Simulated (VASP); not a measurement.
Here is a VASP 6.6.1 calculation.

File INCAR:

```
PREC     = Accurate       # precision mode
ENCUT    = 600            # plane-wave cutoff, eV
EDIFF    = 1E-7           # SCF threshold, eV
ISMEAR   = 0              # smearing method
SIGMA    = 0.1            # smearing width, eV
LREAL    = False          # projectors in reciprocal space
LASPH    = True           # aspherical terms in the spheres
NELM     = 80             # most SCF steps
ALGO     = Normal         # electronic algorithm
ISIF     = 3              # what is computed and relaxed
LWAVE    = False          # write WAVECAR
LCHARG   = False          # write CHGCAR
GGA      = PE             # functional
IBRION   = 2              # ionic algorithm
NSW      = 100            # ionic steps
EDIFFG   = -0.01          # ionic threshold
```

The input KPOINTS:

```
Automatic mesh
0
Gamma
  6 6 10
```

Contents of POSCAR:

```
Mg3CdS2
1.0
    6.5323473739      0.0000000000      0.0000000000
   -3.2661736869      5.6571787721      0.0000000000
    0.0000000000      0.0000000000      3.5864126848
Mg Cd S
3 1 2
Direct
    0.0000000000      0.5000000000      0.0000000000
    0.5000000000      0.0000000000      0.0000000000
    0.5000000000      0.5000000000      0.0000000000
    0.0000000000      0.0000000000      0.0000000000
    0.6666666667      0.3333333333      0.5000000000
    0.3333333333      0.6666666667      0.5000000000
```

Potentials or basis: VASP PAW PBE potentials, release 64 (Mg, Cd, S).

Command:

```sh
$ cat potpaw_PBE.64/Mg/POTCAR potpaw_PBE.64/Cd/POTCAR potpaw_PBE.64/S/POTCAR > POTCAR
$ mpirun -np 1 vasp_std > vasp.out
```

Problem. Predict the relaxed volume.

Solution. 22.03 Å³/atom.

Problem. Predict the relaxed cell.

Solution. a = 6.529 Å, b = 6.529 Å, c = 3.581 Å, α = 90.00°, β = 90.00°, γ = 120.00°.

Problem. Predict the space group after relaxing (to 0.05 Å).

Solution. P6/mmm (No. 191).

Problem. Predict the band gap on the k mesh.

Solution. Zero (band 15 reaches 4.17 eV, above the bottom of band 16 at 3.61 eV).

Step by step:
| step | energy change (eV) | largest force (eV/Å) | pressure (GPa) | volume (Å³) |
| --- | --- | --- | --- | --- |
| 1 | 0.0000 | 0.0000 | -0.13 | 132.53 |
| 2 | -0.0002 | 0.0000 | -0.01 | 132.19 |
